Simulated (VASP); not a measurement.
# BaTiO3 (Pm-3m) in VASP: single point with r2SCAN

Aim: the single point of BaTiO3 with r2SCAN.

Program: VASP 6.6.1. These are calculated values, not measurements. Logs are shortened: lines on timing, memory, paths and dates and some standing lists are left out, and cuts for length are marked.

## 1. The cell of the first run

It takes space group Pm-3m (No. 221, cubic). Conventional cell: a = 4.030 Å, b = 4.030 Å, c = 4.030 Å, α = 90.00°, β = 90.00°, γ = 90.00°. Within 3.8 Å of Ba (site symmetry m-3m) lie 12 O at 2.85 Å and 8 Ti at 3.49 Å. Within 2.7 Å of Ti (site symmetry m-3m) lie 6 O at 2.01 Å. Within 2.7 Å of O (site symmetry 4/mmm) lie 2 Ti at 2.01 Å.

## 2. Single point, r2SCAN

POSCAR reads:

```
BaTiO3
1.0
    4.0298513600      0.0000000000      0.0000000000
    0.0000000000      4.0298513600      0.0000000000
    0.0000000000      0.0000000000      4.0298513600
Ba Ti O
1 1 3
Direct
    0.5000000000      0.5000000000      0.5000000000
    0.0000000000      0.0000000000      0.0000000000
    0.5000000000      0.0000000000      0.0000000000
    0.0000000000      0.5000000000      0.0000000000
    0.0000000000      0.0000000000      0.5000000000
```

INCAR.step1 reads:

```
PREC = Accurate ; ENCUT = 520
ISMEAR = 0 ; SIGMA = 0.0148
LREAL = False ; LASPH = True
NELM = 80 ; NBANDS = 28
GGA = PE ; ALGO = Normal
EDIFF = 1E-4 ; LWAVE = True
LCHARG = False
```

INCAR.step2 reads:

```
PREC = Accurate ; ENCUT = 520
EDIFF = 1E-6 ; ISMEAR = 0
SIGMA = 0.0148 ; LREAL = False
LASPH = True ; NELM = 80
ALGO = Normal ; ISIF = 2
LWAVE = False ; LCHARG = False
METAGGA = R2SCAN ; LMIXTAU = True
NBANDS = 28 ; ISTART = 1
```

KPOINTS reads:

```
regular mesh
0
Gamma
  6 6 6
```

Potentials or basis: VASP PAW PBE potentials, release 64 (Ba_sv, Ti_sv, O).

Run with:

```console
cat potpaw_PBE.64/Ba_sv/POTCAR potpaw_PBE.64/Ti_sv/POTCAR potpaw_PBE.64/O/POTCAR > POTCAR
cp INCAR.step1 INCAR
mpirun -np 1 vasp_std > vasp.out
cp INCAR.step2 INCAR
mpirun -np 1 vasp_std > vasp.out
```

OUTCAR:

```text
PREC = Accurate
   ENCUT = 520
   EDIFF = 1E-6
   ISMEAR = 0
   LREAL = False
   LASPH = True
   NELM = 80
   ISIF = 2
   METAGGA = R2SCAN
   ISTART = 1

 ion  position               nearest neighbor table
   1  0.500  0.500  0.500-   3 2.85   4 2.85   5 2.85   3 2.85   4 2.85   3 2.85   5 2.85   3 2.85
                             4 2.85   5 2.85   4 2.85   5 2.85   2 3.49   2 3.49   2 3.49   2 3.49
   2  0.000  0.000  0.000-   3 2.01   4 2.01   5 2.01   5 2.01   4 2.01   3 2.01   1 3.49   1 3.49
                             1 3.49   1 3.49   1 3.49   1 3.49   1 3.49   1 3.49
   3  0.500  0.000  0.000-   2 2.01   2 2.01   1 2.85   1 2.85   1 2.85   1 2.85
   4  0.000  0.500  0.000-   2 2.01   2 2.01   1 2.85   1 2.85   1 2.85   1 2.85
   5  0.000  0.000  0.500-   2 2.01   2 2.01   1 2.85   1 2.85   1 2.85   1 2.85

  LATTYP: Found a simple cubic cell.
 ALAT       =     4.0298513600

  Lattice vectors:

 A1 = (   4.0298513600,   0.0000000000,   0.0000000000)
 A2 = (   0.0000000000,   4.0298513600,   0.0000000000)
 A3 = (   0.0000000000,   0.0000000000,   4.0298513600)

Analysis of symmetry for initial positions (statically):
=====================================================================
 Subroutine PRICEL returns:
 Original cell was already a primitive cell.

 Routine SETGRP: Setting up the symmetry group for a
 simple cubic supercell.

 Subroutine GETGRP returns: Found 48 space group operations
[... 9 lines left out ...]

 Routine SETGRP: Setting up the symmetry group for a
 simple cubic supercell.

 Subroutine GETGRP returns: Found 48 space group operations
[... 11 lines left out ...]
                                     Primitive cell

  volume of cell :      65.4436

  direct lattice vectors                    reciprocal lattice vectors
     4.029851360  0.000000000  0.000000000     0.248148110  0.000000000  0.000000000
     0.000000000  4.029851360  0.000000000     0.000000000  0.248148110  0.000000000
     0.000000000  0.000000000  4.029851360     0.000000000  0.000000000  0.248148110

  length of vectors
     4.029851360  4.029851360  4.029851360     0.248148110  0.248148110  0.248148110

  position of ions in fractional coordinates (direct lattice)
     0.500000000  0.500000000  0.500000000
     0.000000000  0.000000000  0.000000000
     0.500000000  0.000000000  0.000000000
     0.000000000  0.500000000  0.000000000
     0.000000000  0.000000000  0.500000000

  ion indices of the primitive-cell ions
   primitive index   ion index
                 1           1
                 2           2
                 3           3
                 4           4
                 5           5

----------------------------------------------------------------------------------------

 KPOINTS: regular mesh

Automatic generation of k-mesh.
 Grid dimensions read from file:
 generate k-points for:    6    6    6

 Generating k-lattice:

  Cartesian coordinates                     Fractional coordinates (reciprocal lattice)
     0.041358018  0.000000000  0.000000000     0.166666667  0.000000000  0.000000000
     0.000000000  0.041358018  0.000000000     0.000000000  0.166666667  0.000000000
     0.000000000  0.000000000  0.041358018     0.000000000  0.000000000  0.166666667

  Length of vectors
     0.041358018  0.041358018  0.041358018

  Shift w.r.t. Gamma in fractional coordinates (k-lattice)
     0.000000000  0.000000000  0.000000000

 Subroutine IBZKPT returns following result:
 ===========================================

 Found     20 irreducible k-points:

 Following reciprocal coordinates:
            Coordinates               Weight
  0.000000  0.000000  0.000000      1.000000
  0.166667  0.000000  0.000000      6.000000
  0.333333  0.000000  0.000000      6.000000
  0.500000  0.000000  0.000000      3.000000
  0.166667  0.166667  0.000000     12.000000
  0.333333  0.166667  0.000000     24.000000
[... 12 lines left out ...]
  0.500000  0.500000  0.333333      6.000000
  0.500000  0.500000  0.500000      1.000000
   k-points           NKPTS =     20   k-points in BZ     NKDIM =     20   number of bands    NBANDS=     28
   number of dos      NEDOS =    301   number of ions     NIONS =      5
   total plane-waves  NPLWV =  27000
   dimension x,y,z NGX =    30 NGY =   30 NGZ =   30
   dimension x,y,z NGXF=    60 NGYF=   60 NGZF=   60
   ions per type =               1   1   3
   NGX,Y,Z   is equivalent  to a cutoff of  12.38, 12.38, 12.38 a.u.
   NGXF,Y,Z  is equivalent  to a cutoff of  24.75, 24.75, 24.75 a.u.
 SYSTEM =  unknown system
   PREC   = accura    normal or accurate (medium, high low for compatibility)
   ISTART =      1    job   : 0-new  1-cont  2-samecut
   ICHARG =      0    charge: 1-file 2-atom 10-const
   ISPIN  =      1    spin polarized calculation?
   LNONCOLLINEAR =      F non collinear calculations
   LSORBIT =      F    spin-orbit coupling
   LASPH  =      T    aspherical Exc in radial PAW
   ENCUT  =  520.0 eV  38.22 Ry    6.18 a.u.   7.49  7.49  7.49*2*pi/ulx,y,z
   NELM   =     80;   NELMIN=  2; NELMDL=  0     # of ELM steps
   EDIFF  = 0.1E-05   stopping-criterion for ELM
   LREAL  =      F    real-space projection
   EDIFFG = 0.1E-04   stopping-criterion for IOM
   NSW    =      0    number of steps for IOM
   IBRION =     -1    ionic relax: 0-MD 1-quasi-New 2-CG
   NFREE  =      0    steps in history (QN), initial steepest desc. (CG)
   ISIF   =      2    stress and relaxation
   ISYM   =      2    0-nonsym 1-usesym 2-fastsym
   POTIM  = 0.5000    time-step for ionic-motion
   TEBEG  =    0.0;   TEEND  =   0.0 temperature during run
   PSTRESS=    0.0 pullay stress
   NELECT =      40.0000    total number of electrons
   NUPDOWN=      -1.0000    fix difference up-down
   EMIN   =  10.00;   EMAX   =-10.00  energy-range for DOS
   EFERMI =   0.00;   METHOD = LEGACY
   ISMEAR =     0;   SIGMA  =   0.01  broadening in eV -4-tet -1-fermi 0-gaus
   EFERMI_NEDOS =   21; number of points for ismear=-14 and -15
   IALGO  =     38    algorithm
   IMIX   =      4    mixing-type and parameters
     AMIX     =   0.40;   BMIX     =  1.00
     AMIX_MAG =   1.60;   BMIX_MAG =  1.00
  volume/ion in A,a.u.               =      13.09        88.33
  Fermi-wavevector in a.u.,A,eV,Ry     =   1.389331  2.625455 26.262527  1.930241
  Thomas-Fermi vector in A             =   2.513372
   LORBIT       =      0    0 simple, 1 ext, 2 COOP (PROOUT), +10 PAW based schemes
   METAGGA = R2SCAN    functional components
   LHFCALC =     F    Hartree Fock is set to
   AEXX    =    0.0000 exact exchange contribution
   IVDW    =     0    specifies the selected vdW correction
   LEPSILON=     F    determine dielectric tensor
   LRPA    =     F    only Hartree local field effects (RPA)
 non-spin polarized calculation
 Gauss-broadening in eV      SIGMA  =   0.01
  energy-cutoff  :      520.00
  volume of cell :       65.44
 maximum number of plane-waves:      1791
 NGX is ok and might be reduce to    30
   NGX = 15   NGY = 15   NGZ = 15

 number of electron      39.9999976 magnetization

 Free energy of the ion-electron system (eV)
  ---------------------------------------------------
  ext. energy  EPLUGINS =         0.00000000
  ---------------------------------------------------
  free energy    TOTEN  =       -74.22738111 eV

  energy without entropy =      -74.22738111  energy(sigma->0) =      -74.22738111

 E-fermi :   3.5973     XC(G=0): -11.8036

 val. band max:        3.3759670634   @ k =   0.5000   0.5000   0.5000
 cond. band min:       5.4610033889   @ k =   0.0000   0.0000   0.0000
 fundamental gap:      2.0850363255
 Fermi energy:         3.5972555217

 k-point     1 :       0.0000    0.0000    0.0000
  band No.  band energies     occupation
      1     -55.6026      2.00000
      2     -30.7485      2.00000
      3     -30.7485      2.00000
      4     -30.7485      2.00000
      5     -22.1443      2.00000
      6     -14.4401      2.00000
[... 20 lines left out ...]
     27       8.9500      0.00000
     28      11.4479      0.00000

 k-point     2 :       0.1667    0.0000    0.0000
  band No.  band energies     occupation
      1     -55.6023      2.00000
      2     -30.7615      2.00000
      3     -30.7480      2.00000
      4     -30.7480      2.00000
      5     -22.1159      2.00000
      6     -14.4534      2.00000
[... 20 lines left out ...]
     27       9.4847      0.00000
     28      12.0977      0.00000

 k-point     3 :       0.3333    0.0000    0.0000
  band No.  band energies     occupation
      1     -55.6018      2.00000
      2     -30.7875      2.00000
      3     -30.7471      2.00000
      4     -30.7471      2.00000
      5     -22.0581      2.00000
      6     -14.5585      2.00000
[... 20 lines left out ...]
     27      10.7358      0.00000
     28      12.2453      0.00000

 k-point     4 :       0.5000    0.0000    0.0000
  band No.  band energies     occupation
      1     -55.6015      2.00000
      2     -30.8004      2.00000
      3     -30.7466      2.00000
      4     -30.7466      2.00000
      5     -22.0286      2.00000
      6     -14.6315      2.00000
[... 20 lines left out ...]
     27      11.5146      0.00000
     28      12.1718      0.00000

 k-point     5 :       0.1667    0.1667    0.0000
  band No.  band energies     occupation
      1     -55.6021      2.00000
      2     -30.7613      2.00000
      3     -30.7608      2.00000
      4     -30.7476      2.00000
      5     -22.0900      2.00000
      6     -14.4294      2.00000
[... 20 lines left out ...]
     27       9.9967      0.00000
     28      12.2829      0.00000

 k-point     6 :       0.3333    0.1667    0.0000
  band No.  band energies     occupation
      1     -55.6016      2.00000
      2     -30.7869      2.00000
      3     -30.7600      2.00000
      4     -30.7467      2.00000
      5     -22.0372      2.00000
      6     -14.4658      2.00000
[... 339 lines left out ...]
      5     -21.9423      2.00000
      6     -13.9697      2.00000
[... 20 lines left out ...]
     27      11.7525      0.00000
     28      11.7732      0.00000

 k-point    18 :       0.5000    0.3333    0.3333
  band No.  band energies     occupation
      1     -55.6001      2.00000
      2     -30.7966      2.00000
      3     -30.7835      2.00000
      4     -30.7833      2.00000
      5     -21.9245      2.00000
      6     -13.8747      2.00000
[... 20 lines left out ...]
     27      11.6272      0.00000
     28      11.6465      0.00000

 k-point    19 :       0.5000    0.5000    0.3333
  band No.  band energies     occupation
      1     -55.5998      2.00000
      2     -30.7960      2.00000
      3     -30.7960      2.00000
      4     -30.7829      2.00000
      5     -21.9081      2.00000
      6     -13.7213      2.00000
[... 20 lines left out ...]
     27      11.3328      0.00000
     28      11.3328      0.00000

 k-point    20 :       0.5000    0.5000    0.5000
  band No.  band energies     occupation
      1     -55.5996      2.00000
      2     -30.7954      2.00000
      3     -30.7954      2.00000
      4     -30.7954      2.00000
      5     -21.8925      2.00000
      6     -13.5828      2.00000
[... 20 lines left out ...]
     27      11.2395      0.00000
     28      11.2395      0.00000

------------------------ aborting loop because EDIFF is reached ----------------------------------------

  FORCE on cell =-STRESS in cart. coord.  units (eV):
  Direction    XX          YY          ZZ          XY          YZ          ZX
  --------------------------------------------------------------------------------------
  -------------------------------------------------------------------------------------
  Total       -1.1303520     -1.1303520     -1.1303520     -0.0000000     -0.0000000      0.0000000
  in kB      -27.6730609    -27.6730609    -27.6730609     -0.0000000     -0.0000000      0.0000000
  external PRESSURE =     -27.6730609 kB  Pullay stress =       0.0000000 kB

 VOLUME and BASIS-vectors are now :
 -----------------------------------------------------------------------------
  energy-cutoff  :      520.00
  volume of cell :       65.44
      direct lattice vectors                 reciprocal lattice vectors
     4.029851360  0.000000000  0.000000000     0.248148110  0.000000000  0.000000000
     0.000000000  4.029851360  0.000000000     0.000000000  0.248148110  0.000000000
     0.000000000  0.000000000  4.029851360     0.000000000  0.000000000  0.248148110

 POSITION                                       TOTAL-FORCE (eV/Angst)
 -----------------------------------------------------------------------------------
      2.01493      2.01493      2.01493         0.000000      0.000000      0.000000
      0.00000      0.00000      0.00000         0.000000      0.000000      0.000000
      2.01493      0.00000      0.00000         0.000000      0.000000      0.000000
      0.00000      2.01493      0.00000         0.000000      0.000000      0.000000
      0.00000      0.00000      2.01493         0.000000      0.000000      0.000000
 -----------------------------------------------------------------------------------
    total drift:                                0.000000     -0.000000      0.000000

  FREE ENERGIE OF THE ION-ELECTRON SYSTEM (eV)
  ---------------------------------------------------
  free  energy   TOTEN  =       -74.2273811094 eV

  energy  without entropy=      -74.2273811094  energy(sigma->0) =      -74.22738111
```

Wall time 2.2 min (1 thread of Intel Xeon Platinum 8259CL at 2.50GHz (Skylake/Cascade Lake), shared host); peak memory 0.19 GiB.

What came out:

```
Free energy            : -74.2274 eV
Pressure               : -2.8 GPa
Band gap on the k mesh : 2.08 eV, indirect (least direct gap 2.26 eV)
```

Caveat: the PAW data sets were made with another functional, which shifts forces and pressure a little; spin-orbit coupling is left out, which moves the levels of the heavy elements. r2SCAN opens gaps a little over a GGA but as a rule still falls short of measured ones.
